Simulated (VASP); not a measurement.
Here is a VASP 6.6.1 calculation.

The input INCAR:

```
SYSTEM = La2HfO2
PREC = Accurate
ENCUT = 520
EDIFF = 1E-7
ISMEAR = 0
SIGMA = 0.1
LREAL = .False.
LASPH = .True.
NELM = 100
ALGO = Normal
ISIF = 2
LWAVE = .False.
LCHARG = .False.
GGA = PE
NBANDS = 30
```

KPOINTS

```
Automatic mesh
0
Gamma
  12 12 4
  0 0 0
```

The input POSCAR:

```
La2HfO2
1.0
    3.8182885435      0.0000000000      0.0000000000
   -1.9091442718      3.3067348777      0.0000000000
    0.0000000000      0.0000000000      9.6018113354
La Hf O
2 1 2
Direct
    0.6666666667      0.3333333333      0.3269420719
    0.3333333333      0.6666666667      0.6730579281
    0.0000000000      0.0000000000      0.0000000000
    0.6666666667      0.3333333333      0.5980817264
    0.3333333333      0.6666666667      0.4019182736
```

Potentials or basis: VASP PAW PBE potentials, release 64 (La, Hf_pv, O).

The run is started by

```sh
$ cat potpaw_PBE.64/La/POTCAR potpaw_PBE.64/Hf_pv/POTCAR potpaw_PBE.64/O/POTCAR > POTCAR
$ mpirun -np 1 vasp_std > vasp.out
```

Q: What does it give for the pressure?

A: -0.2 GPa.

Q: What does it give for the band gap on the k mesh?

A: Zero (bands 22 and 23 overlap by 0.19 eV).

Q: Predict the largest force.

A: 0.007 eV/Å.

Forces on the atoms (eV/Å):
```
La   0.000  0.000  0.004
La   0.000  0.000 -0.004
Hf   0.000  0.000  0.000
O    0.000  0.000  0.007
O    0.000  0.000 -0.007
```

Caveat: spin-orbit coupling is left out, which moves the levels of the heavy elements.
